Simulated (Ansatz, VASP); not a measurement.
AlP in VASP and in Ansatz

```
Al P
1.0
     0.00000    2.75727    2.75727
     2.75727    0.00000    2.75727
     2.75727    2.75727    0.00000
Al P
1 1
Direct
  0.00000 0.00000 0.00000
  0.25000 0.25000 0.25000
```

Alike in both runs: functional r2SCAN; k mesh 10 × 10 × 10; occupations fermi-dirac, width 0.02 eV; no spin polarisation.

Ansatz relaxed the structure, and its values are those at the end. VASP's run is a single point on that final structure, the one shown.

|  | VASP | Ansatz |
| --- | --- | --- |
| version | VASP 6.6.1 | Ansatz 0.2.0 |
| potentials or method | VASP PAW PBE potentials, release 64 (Al, P), cutoff 550 eV | PAW plane waves |
| valence electrons in the cell | 8 | 8 |

Ansatz gave:

| Item | Value |
| --- | --- |
| gap on the k mesh at the Fermi level (eV) | 1.96 |
| pressure (GPa) | -1.7 |

**Question.** Estimate VASP's values.

**Answer.** gap on the k mesh at the Fermi level (eV): 1.96; pressure (GPa): -2.0.

VASP's potentials were made for PBE, not for r2SCAN. Ansatz's warnings: stress scf threshold loose.
